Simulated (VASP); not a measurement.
Ti: single point with PBE

The system is Ti.

```
Ti
1.0
     2.95000    0.00000    0.00000
    -1.47500    2.55477    0.00000
     0.00000    0.00000    4.68000
Ti
2
Direct
  0.66667 0.33333 0.75000
  0.33333 0.66667 0.25000
```

| Item | Value |
| --- | --- |
| Program | VASP 6.6.1 |
| Task | single point |
| Functional | PBE |
| Potentials or basis | VASP PAW PBE potentials, release 64 (Ti_sv) |
| Cutoff | 500 eV |
| k mesh | 10 × 10 × 6 |
| Occupations | fermi-dirac, width 0.025 eV |
| Spin | no spin polarisation |

```json
{
 "Pressure": "-1.7 GPa",
 "Band gap on the k mesh": "zero (bands 12 and 13 overlap by 1.00 eV)"
}
```

Stress tensor (GPa, compression positive):
```
-1.62  0.00  0.00
 0.00 -1.62  0.00
 0.00  0.00 -1.95
```

Levels at points of the mesh, in eV from the Fermi level:
| k point | band 10 | band 11 | band 12 | band 13 | band 14 | band 15 |
| --- | --- | --- | --- | --- | --- | --- |
| (0.00, 0.00, 0.00) | -2.64 | 0.73 | 0.78 | 0.78 | 0.87 | 1.26 |
| (0.50, 0.00, 0.00) | -2.10 | -1.79 | -0.62 | 0.50 | 0.62 | 1.16 |
| (0.00, 0.00, 0.50) | -4.32 | 0.09 | 0.09 | 0.69 | 0.69 | 0.69 |
| (0.50, 0.00, 0.50) | -2.49 | -0.79 | -0.79 | 1.30 | 1.30 | 1.72 |

It took 36 s on 1 thread of AMD EPYC 7R13 Processor (Zen 3), on a shared host, peak memory 0.14 GiB.
